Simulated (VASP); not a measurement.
AlAs:

```
Al As
1.0
     0.00000    2.83892    2.83892
     2.83892    0.00000    2.83892
     2.83892    2.83892    0.00000
Al As
1 1
Direct
  0.00000 0.00000 0.00000
  0.75000 0.75000 0.75000
```

Program: VASP 6.6.1. Alike in all runs: task single point; potentials or basis VASP PAW PBE potentials, release 64 (Al, As); no spin polarisation; cell as given; k mesh 6 × 6 × 6; smearing gaussian 0.01 eV.

Order these runs on this cell by their band gap on the k mesh, lowest first.
A. level PBE0; cutoff (eV) 400; grid for exact exchange (PRECFOCK) Normal; share of exact exchange 0.25
B. level r2SCAN; cutoff (eV) 550
C. level PBE; cutoff (eV) 500
D. level HSE06; cutoff (eV) 400; grid for exact exchange (PRECFOCK) Normal; share of exact exchange 0.25; screening parameter 0.2079 1/Å

C (1.45 eV), B (1.80 eV), D (2.10 eV), A (2.77 eV).

A k mesh can miss the band edges.
